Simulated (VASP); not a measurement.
# Nb (R3m) in VASP: notebook, part 2 of 2

VASP 6.6.1. Earlier steps stand in the parts before.

## Step 4: Single point, PBEsol

Contents of INCAR:

```
  ALGO = Normal
  EDIFF = 1E-6
  ENCUT = 400
  GGA = PS
  GGA_COMPAT = False
  ISIF = 2
  ISMEAR = -1
  LASPH = True
  LCHARG = True
  LELF = True
  LREAL = False
  LVHAR = True
  LWAVE = False
  NBANDS = 54
  NELM = 120
  PREC = Accurate
  SIGMA = 0.1
```

Contents of KPOINTS:

```
k-points
0
Gamma
  2 2 2
```

Contents of POSCAR:

```
Nb
1.0
   -3.3279000000      3.3279000000      3.3279000000
    3.3279000000     -3.3279000000      3.3279000000
    3.3279000000      3.3279000000     -3.3279000000
Nb
7
Direct
    0.0000000000      0.0000000000     -0.0367297695
    0.0000000000      0.5188788726      0.0139433276
    0.0000000000      0.5428295622      0.5188694071
    0.5188788726      0.0000000000      0.0139433276
    0.5428295622      0.0000000000      0.5188694071
    0.4571704378      0.4571704378     -0.0239601551
    0.4811211274      0.4811211274      0.4950644551
```

Potentials or basis: VASP PAW PBE potentials, release 64 (Nb_sv).

Command:

```console
$ cat potpaw_PBE.64/Nb_sv/POTCAR > POTCAR
$ mpirun -np 1 vasp_std > vasp.out
```

OUTCAR:

```text
EDIFF = 1E-6
   ENCUT = 400
   GGA = PS
   ISIF = 2
   ISMEAR = -1
   LASPH = True
   LREAL = False
   NELM = 120
   PREC = Accurate

 ion  position               nearest neighbor table
   1  0.000  0.000  0.963-   2 2.88   4 2.88   7 2.88   7 2.91   4 2.91   2 2.91   5 3.00   6 3.00
                             3 3.00
   2  0.000  0.519  0.014-   6 2.84   5 2.84   3 2.87   1 2.88   3 2.90   1 2.91   5 2.95   6 2.95

   3  0.000  0.543  0.519-   4 2.84   7 2.84   2 2.87   2 2.90   7 2.95   4 2.95   1 3.00
   4  0.519  0.000  0.014-   6 2.84   3 2.84   5 2.87   1 2.88   5 2.90   1 2.91   3 2.95   6 2.95

   5  0.543  0.000  0.519-   2 2.84   7 2.84   4 2.87   4 2.90   7 2.95   2 2.95   1 3.00
[... 416 lines left out ...]
  Total      -11.2099520    -11.2099520    -11.2099520      1.1946523     -1.1946523     -1.1946523
  in kB     -121.8269979   -121.8269979   -121.8269979     12.9831867    -12.9831867    -12.9831867
  external PRESSURE =    -121.8269979 kB  Pullay stress =       0.0000000 kB

 VOLUME and BASIS-vectors are now :
 -----------------------------------------------------------------------------
  energy-cutoff  :      400.00
  volume of cell :      147.42
      direct lattice vectors                 reciprocal lattice vectors
    -3.327900000  3.327900000  3.327900000     0.000000000  0.150244899  0.150244899
     3.327900000 -3.327900000  3.327900000     0.150244899  0.000000000  0.150244899
     3.327900000  3.327900000 -3.327900000     0.150244899  0.150244899  0.000000000

 POSITION                                       TOTAL-FORCE (eV/Angst)
 -----------------------------------------------------------------------------------
      3.20567      3.20567     -3.20567         0.002295      0.002295     -0.002295
      1.77318     -1.68038      1.68038        -0.005428     -0.001158      0.001158
      3.53323     -0.07974      0.07974        -0.003216      0.004333     -0.004333
     -1.68038      1.77318      1.68038        -0.001158     -0.005428      0.001158
     -0.07974      3.53323      0.07974         0.004333     -0.003216     -0.004333
      3.24816      3.24816     -0.20533         0.004333      0.004333      0.003216
      1.64753      1.64753      1.55472        -0.001158     -0.001158      0.005428
 -----------------------------------------------------------------------------------
    total drift:                               -0.000375     -0.000375      0.000374

  FREE ENERGIE OF THE ION-ELECTRON SYSTEM (eV)
  ---------------------------------------------------
  free  energy   TOTEN  =       -73.2528904778 eV

  energy  without entropy=      -73.0297987806  energy(sigma->0) =      -73.14134463
```

OSZICAR:

```text
N       E                     dE             d eps       ncg     rms          rms(c)
DAV:   1     0.101689938413E+04    0.10169E+04   -0.44413E+04   448   0.144E+03
DAV:   2     0.216721784830E+02   -0.99523E+03   -0.97908E+03   488   0.613E+02
DAV:   3    -0.688563251592E+02   -0.90529E+02   -0.87870E+02   736   0.120E+02
DAV:   4    -0.769425209919E+02   -0.80862E+01   -0.78828E+01   752   0.343E+01
DAV:   5    -0.775473913194E+02   -0.60487E+00   -0.59707E+00   696   0.905E+00    0.183E+01
DAV:   6    -0.739095684846E+02    0.36378E+01   -0.11615E+01   648   0.186E+01    0.659E+00
DAV:   7    -0.735073714195E+02    0.40220E+00   -0.64471E+00   720   0.126E+01    0.423E+00
DAV:   8    -0.732392992386E+02    0.26807E+00   -0.21291E+00   656   0.692E+00    0.237E+00
DAV:   9    -0.732644107088E+02   -0.25111E-01   -0.27477E-01   664   0.322E+00    0.129E+00
DAV:  10    -0.732565337919E+02    0.78769E-02   -0.17317E-01   664   0.242E+00    0.365E-01
DAV:  11    -0.732527561370E+02    0.37777E-02   -0.29401E-02   688   0.108E+00    0.112E-01
DAV:  12    -0.732529078922E+02   -0.15176E-03   -0.18808E-03   712   0.271E-01    0.422E-02
DAV:  13    -0.732528942094E+02    0.13683E-04   -0.25147E-04   736   0.938E-02    0.193E-02
DAV:  14    -0.732528904734E+02    0.37360E-05   -0.30375E-05   664   0.352E-02    0.597E-03
DAV:  15    -0.732528904778E+02   -0.43565E-08   -0.37079E-06   416   0.982E-03
   1 F= -.73252890E+02 E0= -.73141345E+02  d E =-.223092E+00
```

stdout:

```text
POSCAR found type information on POSCAR Nb
 POSCAR found :  1 types and       7 ions
 scaLAPACK will be used
 -----------------------------------------------------------------------------
|                                                                             |
|                                                                             |
|     You enforced a specific xc type in the INCAR file but a different       |
|     I HOPE YOU KNOW WHAT YOU ARE DOING!                                     |
|                                                                             |
 -----------------------------------------------------------------------------

 LDA part: xc-table for (Slater+PW92), standard interpolation
 POSCAR, INCAR and KPOINTS ok, starting setup
 FFT: planning ... GRIDC
 FFT: planning ... GRID_SOFT
 FFT: planning ... GRID
 WAVECAR not read
 entering main loop
```

It took 38 s on 1 thread of Intel Xeon Platinum 8259CL at 2.50GHz (Skylake/Cascade Lake), shared host; peak memory 0.23 GiB.

Results:

```
Free energy            : -73.2529 eV
Pressure               : -12.2 GPa
Largest force          : 0.007 eV/Å
Band gap on the k mesh : zero (an odd number of electrons rules out a gap without spin polarisation)
```

Forces on the atoms (eV/Å):
```
Nb   0.002  0.002 -0.002
Nb  -0.005 -0.001  0.001
Nb  -0.003  0.004 -0.004
Nb  -0.001 -0.005  0.001
Nb   0.004 -0.003 -0.004
Nb   0.004  0.004  0.003
Nb  -0.001 -0.001  0.005
```

Caveat: the k points lie up to 0.67 Å⁻¹ apart, too coarse for converged energies and pressures of a metal; the PAW data sets were made with another functional, which shifts forces and pressure a little.

## Step 5: The runs side by side

| cell | gap on the mesh (eV) | pressure (GPa) | largest force (eV/Å) |
| --- | --- | --- | --- |
| as given, atomic positions A | none | -12.2 | - |
| as given, atomic positions B | none | -12.0 | 0.08 |
| as given, atomic positions C | none | -12.2 | 0.01 |

Alike in all rows: task single point; level PBEsol; potentials or basis VASP PAW PBE potentials, release 64 (Nb_sv); no spin polarisation; k mesh 2 × 2 × 2; cutoff (eV) 400; smearing fermi-dirac 0.1 eV.

Caveats: all runs use coarse meshes; the PAW data sets were made with another functional, which shifts forces and pressure a little.

Absolute energies hang on the potentials; compare differences alone.
